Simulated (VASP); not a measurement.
# Li2O (Fm-3m) in VASP: G0W0 quasiparticle levels with HSE06

Aim: the G0W0 quasiparticle levels of Li2O with HSE06.

Everything below comes from runs of VASP 6.6.1. Logs are shortened: lines on timing, memory, paths and dates and some standing lists are left out, and cuts for length are marked.

## 1. The cell of the first run

Symmetry: Fm-3m, No. 225, cubic system. Conventional cell: a = 4.573 Å, b = 4.573 Å, c = 4.573 Å, α = 90.00°, β = 90.00°, γ = 90.00°. Within 2.6 Å of O (site symmetry m-3m) lie 8 Li at 1.98 Å. Within 2.6 Å of Li (site symmetry -43m) lie 4 O at 1.98 Å and 6 Li at 2.29 Å.

## 2. G0W0 quasiparticle levels, HSE06

Input file POSCAR:

```
Li2O
1.0
    0.0000000000      2.2863684601      2.2863684601
    2.2863684601      0.0000000000      2.2863684601
    2.2863684601      2.2863684601      0.0000000000
O Li
1 2
Direct
    0.0000000000      0.0000000000      0.0000000000
    0.2500000000      0.2500000000      0.2500000000
    0.7500000000      0.7500000000      0.7500000000
```

Input file INCAR.step1:

```
SYSTEM = Li2O
  PREC = Accurate
  ENCUT = 500
  EDIFF = 1E-5
  ISMEAR = 0
  SIGMA = 0.02
  LREAL = .FALSE.
  LASPH = .TRUE.
  NELM = 100
  ALGO = Normal
  ISIF = 2
  LWAVE = .TRUE.
  LCHARG = .FALSE.
  GGA = PE
```

Input file INCAR.step2:

```
SYSTEM = Li2O
  PREC = Accurate
  ENCUT = 500
  EDIFF = 1E-8
  ISMEAR = 0
  SIGMA = 0.01
  LREAL = .FALSE.
  LASPH = .TRUE.
  NELM = 100
  ALGO = Normal
  LWAVE = .TRUE.
  LCHARG = .FALSE.
  GGA = PE
  LHFCALC = .TRUE.
  HFSCREEN = 0.2
  PRECFOCK = Normal
  ISTART = 1
```

Input file INCAR.step3:

```
SYSTEM = Li2O
  PREC = Accurate
  ENCUT = 500
  EDIFF = 1E-8
  ISMEAR = 0
  SIGMA = 0.01
  LREAL = .FALSE.
  LASPH = .TRUE.
  NELM = 1
  ALGO = Exact
  LWAVE = .TRUE.
  LCHARG = .FALSE.
  GGA = PE
  LHFCALC = .TRUE.
  HFSCREEN = 0.2
  PRECFOCK = Normal
  ISTART = 1
  NBANDS = 93
  LOPTICS = .TRUE.
```

Input file INCAR.step4:

```
SYSTEM = Li2O
  PREC = Accurate
  ENCUT = 500
  EDIFF = 1E-8
  ISMEAR = 0
  SIGMA = 0.01
  LREAL = .FALSE.
  LASPH = .TRUE.
  ALGO = EVGW0
  LWAVE = .FALSE.
  LCHARG = .FALSE.
  GGA = PE
  LHFCALC = .TRUE.
  HFSCREEN = 0.2
  PRECFOCK = Fast
  ISTART = 1
  NELMGW = 1
  NBANDS = 93
  ENCUTGW = 140.0
  NOMEGA = 48
  NBANDSGW = 12
```

Input file KPOINTS:

```
Automatic mesh
0
G
  6 6 6
  0 0 0
```

Potentials or basis: VASP PAW PBE potentials, release 64 (O_GW, Li_GW).

Command:

```bash
cat potpaw_PBE.64/O_GW/POTCAR potpaw_PBE.64/Li_GW/POTCAR > POTCAR
cp INCAR.step1 INCAR
mpirun -np 1 vasp_std > vasp.out
cp INCAR.step2 INCAR
mpirun -np 1 vasp_std > vasp.out
cp INCAR.step3 INCAR
mpirun -np 1 vasp_std > vasp.out
cp INCAR.step4 INCAR
mpirun -np 1 vasp_std > vasp.out
```

OUTCAR:

```text
SYSTEM = Li2O
   PREC = Accurate
   ENCUT = 500
   EDIFF = 1E-8
   ISMEAR = 0
   LREAL = .FALSE.
   LASPH = .TRUE.
   GGA = PE
   LHFCALC = .TRUE.
   HFSCREEN = 0.2
   PRECFOCK = Fast
   ISTART = 1
   NELMGW = 1
   ENCUTGW = 140.0

 ion  position               nearest neighbor table
   1  0.000  0.000  0.000-   3 1.98   3 1.98   2 1.98   2 1.98   3 1.98   2 1.98   3 1.98   2 1.98

   2  0.250  0.250  0.250-   1 1.98   1 1.98   1 1.98   1 1.98   3 2.29   3 2.29   3 2.29   3 2.29
                             3 2.29   3 2.29
   3  0.750  0.750  0.750-   1 1.98   1 1.98   1 1.98   1 1.98   2 2.29   2 2.29   2 2.29   2 2.29
                             2 2.29   2 2.29

  LATTYP: Found a face centered cubic cell.
 ALAT       =     4.5727369202

  Lattice vectors:

 A1 = (   0.0000000000,   2.2863684601,   2.2863684601)
 A2 = (   2.2863684601,   0.0000000000,   2.2863684601)
 A3 = (   2.2863684601,   2.2863684601,   0.0000000000)

Analysis of symmetry for initial positions (statically):
=====================================================================
 Subroutine PRICEL returns:
 Original cell was already a primitive cell.

 Routine SETGRP: Setting up the symmetry group for a
 face centered cubic supercell.

 Subroutine GETGRP returns: Found 48 space group operations
 (whereof 48 operations were pure point group operations)
 out of a pool of 48 trial point group operations.

The static configuration has the point symmetry O_h .

Analysis of symmetry for dynamics (positions and initial velocities):
=====================================================================
 Subroutine PRICEL returns:
 Original cell was already a primitive cell.

 Routine SETGRP: Setting up the symmetry group for a
 face centered cubic supercell.

 Subroutine GETGRP returns: Found 48 space group operations
 (whereof 48 operations were pure point group operations)
 out of a pool of 48 trial point group operations.

The dynamic configuration has the point symmetry O_h .

 Subroutine INISYM returns: Found 48 space group operations
 (whereof 48 operations are pure point group operations),
 and found     1 'primitive' translations

----------------------------------------------------------------------------------------

                                     Primitive cell

  volume of cell :      23.9039

  direct lattice vectors                    reciprocal lattice vectors
     0.000000000  2.286368460  2.286368460    -0.218687411  0.218687411  0.218687411
     2.286368460  0.000000000  2.286368460     0.218687411 -0.218687411  0.218687411
     2.286368460  2.286368460  0.000000000     0.218687411  0.218687411 -0.218687411

  length of vectors
     3.233413285  3.233413285  3.233413285     0.378777707  0.378777707  0.378777707

  position of ions in fractional coordinates (direct lattice)
     0.000000000  0.000000000  0.000000000
     0.250000000  0.250000000  0.250000000
     0.750000000  0.750000000  0.750000000

  ion indices of the primitive-cell ions
   primitive index   ion index
                 1           1
                 2           2
                 3           3

----------------------------------------------------------------------------------------

 KPOINTS: Automatic mesh

Automatic generation of k-mesh.
 Grid dimensions read from file:
 generate k-points for:    6    6    6

 Generating k-lattice:

  Cartesian coordinates                     Fractional coordinates (reciprocal lattice)
    -0.036447902  0.036447902  0.036447902     0.166666667  0.000000000  0.000000000
     0.036447902 -0.036447902  0.036447902     0.000000000  0.166666667  0.000000000
     0.036447902  0.036447902 -0.036447902     0.000000000  0.000000000  0.166666667

  Length of vectors
     0.063129618  0.063129618  0.063129618

  Shift w.r.t. Gamma in fractional coordinates (k-lattice)
     0.000000000  0.000000000  0.000000000

 Subroutine IBZKPT returns following result:
 ===========================================

 Found     16 irreducible k-points:

 Following reciprocal coordinates:
            Coordinates               Weight
  0.000000  0.000000  0.000000      1.000000
  0.166667  0.000000  0.000000      8.000000
  0.333333  0.000000  0.000000      8.000000
  0.500000  0.000000  0.000000      4.000000
  0.166667  0.166667  0.000000      6.000000
  0.333333  0.166667  0.000000     24.000000
[... 8 lines left out ...]
 -0.333333  0.333333  0.166667     24.000000
 -0.333333  0.500000  0.166667     12.000000
   k-points           NKPTS =     16   k-points in BZ     NKDIM =    216   number of bands    NBANDS=     93
   number of dos      NEDOS =    301   number of ions     NIONS =      3
   total plane-waves  NPLWV =  13824
   dimension x,y,z NGX =    24 NGY =   24 NGZ =   24
   dimension x,y,z NGXF=    48 NGYF=   48 NGZF=   48
   ions per type =               1   2
   NGX,Y,Z   is equivalent  to a cutoff of  12.34, 12.34, 12.34 a.u.
   NGXF,Y,Z  is equivalent  to a cutoff of  24.68, 24.68, 24.68 a.u.
 SYSTEM =  Li2O
   PREC   = accura    normal or accurate (medium, high low for compatibility)
   ISTART =      1    job   : 0-new  1-cont  2-samecut
   ICHARG =      0    charge: 1-file 2-atom 10-const
   ISPIN  =      1    spin polarized calculation?
   LNONCOLLINEAR =      F non collinear calculations
   LSORBIT =      F    spin-orbit coupling
   LASPH  =      T    aspherical Exc in radial PAW
   ENCUT  =  500.0 eV  36.75 Ry    6.06 a.u.   5.90  5.90  5.90*2*pi/ulx,y,z
   NELM   =     60;   NELMIN=  2; NELMDL=  0     # of ELM steps
   EDIFF  = 0.1E-07   stopping-criterion for ELM
   LREAL  =      F    real-space projection
   EDIFFG = 0.1E-06   stopping-criterion for IOM
   NSW    =      0    number of steps for IOM
   IBRION =     -1    ionic relax: 0-MD 1-quasi-New 2-CG
   NFREE  =      0    steps in history (QN), initial steepest desc. (CG)
   ISIF   =      0    stress and relaxation
   ISYM   =      3    0-nonsym 1-usesym 2-fastsym
   POTIM  = 0.5000    time-step for ionic-motion
   TEBEG  =    0.0;   TEEND  =   0.0 temperature during run
   PSTRESS=    0.0 pullay stress
   NELECT =       8.0000    total number of electrons
   NUPDOWN=      -1.0000    fix difference up-down
   EMIN   =  10.00;   EMAX   =-10.00  energy-range for DOS
   EFERMI =   0.00;   METHOD = LEGACY
   ISMEAR =     0;   SIGMA  =   0.01  broadening in eV -4-tet -1-fermi 0-gaus
   EFERMI_NEDOS =   21; number of points for ismear=-14 and -15
   IALGO  =     38    algorithm
   IMIX   =      1    mixing-type and parameters
     AMIX     =   0.40;   BMIX     =  1.00
     AMIX_MAG =   1.60;   BMIX_MAG =  1.00
  volume/ion in A,a.u.               =       7.97        53.77
  Fermi-wavevector in a.u.,A,eV,Ry     =   1.136620  2.147900 17.577433  1.291905
  Thomas-Fermi vector in A             =   2.273325
   LORBIT       =      0    0 simple, 1 ext, 2 COOP (PROOUT), +10 PAW based schemes
   GGA     = PE    functional components
   LHFCALC =     T    Hartree Fock is set to
   PRECFOCK=fast      Normal, Fast or Accurate (Low or Medium for compatibility)
   ENCUT4O =  -1.0   cutoff for four orbital integrals eV
   NKREDX  =     1    reduce k-point grid by
   NKREDY  =     1    reduce k-point grid by
   NKREDZ  =     1    reduce k-point grid by
   AEXX    =    1.0000 exact exchange contribution
   HFSCREEN=    0.0000 screening length (either q_TF or 0.3 A-1)
   HFSCREENC=   0.2000 screening length for correlation (either q_TF or 0.3 A-1)
   ENCUTFOCK=  -1.0 apply spherical cutoff to Coloumb kernel
   IVDW    =     0    specifies the selected vdW correction
   LEPSILON=     F    determine dielectric tensor
   LRPA    =     F    only Hartree local field effects (RPA)
   LRPAFORCE           =     F    calculate RPA forces
   ENCUTGW             = 140.0    cutoff for response function in eV
   ENCUTGWSOFT         = 112.0    soft cutoff for Coulomb kernel in GW response function in eV
   ENCUTLF             =  -1.0    cutoff for local field effects
   NELMGW              =     1    number of iterations in solving QP/BSE equation
   NELMHF              =     1    number of iterations in the inner HF iteration
   NKREDLFX            =     1    NKREDLFY  =   1   NKREDLFZ  =   1
 non-spin polarized calculation
 Gauss-broadening in eV      SIGMA  =   0.01
  energy-cutoff  :      500.00
  volume of cell :       23.90
 maximum number of plane-waves:       620
  NGX = 14; NGY = 14; NGZ = 14
 maximum number of plane-waves:        95
 NGX is ok and might be reduce to    14

 QP shifts <psi_nk| G(iteration)W_0 |psi_nk>: iteration 1
 for sc-GW calculations column KS-energies equals QP-energies in previous step
 and V_xc(KS)=  KS-energies - (<T + V_ion + V_H > + <T+V_H+V_ion>^1  + <V_x>^1)

 k-point   1 :       0.0000    0.0000    0.0000
  band No.  KS-energies  QP-energies   sigma(KS)   V_xc(KS)     V^pw_x(r,r')   Z            occupation Imag(sigma)

      1     -20.4688     -21.1350     -22.7510     -21.8653     -30.6443       0.7522       2.0000       1.0174
      2      -3.4437      -4.1305     -21.1604     -20.3069     -24.6546       0.8046       2.0000       0.0852
      3      -3.4437      -4.1305     -21.1604     -20.3069     -24.6546       0.8046       2.0000       0.0852
      4      -3.4437      -4.1305     -21.1604     -20.3069     -24.6546       0.8046       2.0000       0.0852
      5       3.7482       4.6092      -7.8165      -8.8127      -4.6464       0.8644       0.0000      -0.0483
      6      10.6285      11.8110      -6.1049      -7.4745      -2.5233       0.8634       0.0000      -0.0624
      7      10.6285      11.8110      -6.1049      -7.4745      -2.5233       0.8634       0.0000      -0.0624
      8      10.6285      11.8110      -6.1049      -7.4745      -2.5233       0.8634       0.0000      -0.0624
      9      17.9613      18.5419      -5.7041      -6.4338      -1.2018       0.7956       0.0000      -0.3319
     10      17.9613      18.5419      -5.7041      -6.4338      -1.2018       0.7956       0.0000      -0.3319
     11      17.9613      18.5419      -5.7041      -6.4338      -1.2018       0.7956       0.0000      -0.3319
     12      20.2840      21.1095      -7.0824      -8.0781      -2.8333       0.8291       0.0000      -0.3382

 k-point   2 :       0.1667    0.0000    0.0000
  band No.  KS-energies  QP-energies   sigma(KS)   V_xc(KS)     V^pw_x(r,r')   Z            occupation Imag(sigma)
[... 225 lines left out ...]
      1     -20.1081     -20.6719     -23.1389     -22.3962     -31.0869       0.7591       2.0000       0.9723
      2      -5.2962      -6.1887     -18.6575     -17.5435     -22.0495       0.8012       2.0000       0.0904
      3      -5.1672      -6.1033     -19.3870     -18.2112     -22.9489       0.7961       2.0000       0.0953
      4      -5.0298      -5.9106     -19.4332     -18.3276     -22.9544       0.7967       2.0000       0.0941
      5       4.7726       5.6822      -7.8481      -8.9117      -4.7748       0.8552       0.0000      -0.0495
      6      10.1985      11.3358      -7.8027      -9.1656      -3.9725       0.8344       0.0000      -0.0789
      7      12.9216      14.1382      -9.3542     -10.8532      -5.1974       0.8115       0.0000      -0.1238
      8      13.5889      14.7656      -9.8914     -11.3529      -5.6043       0.8051       0.0000      -0.1559
      9      15.7157      16.7208      -6.4328      -7.6275      -2.4450       0.8413       0.0000      -0.1143
     10      19.0494      20.0856      -6.2861      -7.5415      -2.0125       0.8254       0.0000      -0.2058
     11      21.3495      22.4643      -7.7736      -9.0775      -3.1198       0.8550       0.0000      -0.6078
     12      23.3522      24.8195      -6.2624      -7.9694      -2.0172       0.8596       0.0000      -0.3112
```

It took 39 min on 1 thread of Intel Xeon 6975P-C (Granite Rapids), shared host; peak memory 0.5 GiB.

Results:

```yaml
Quasiparticle_gap: 8.14 eV
Least_direct_quasiparticle_gap: 8.74 eV
Band_gap_of_the_starting_levels_on_the_mesh: 6.67 eV
Least_direct_gap_of_the_starting_levels_on_the_mesh: 7.19 eV
```

Caveat: the k points lie up to 0.40 Å⁻¹ apart; bands, screening cutoff and mesh are small and nothing is extrapolated, so the quasiparticle values aren't converged.
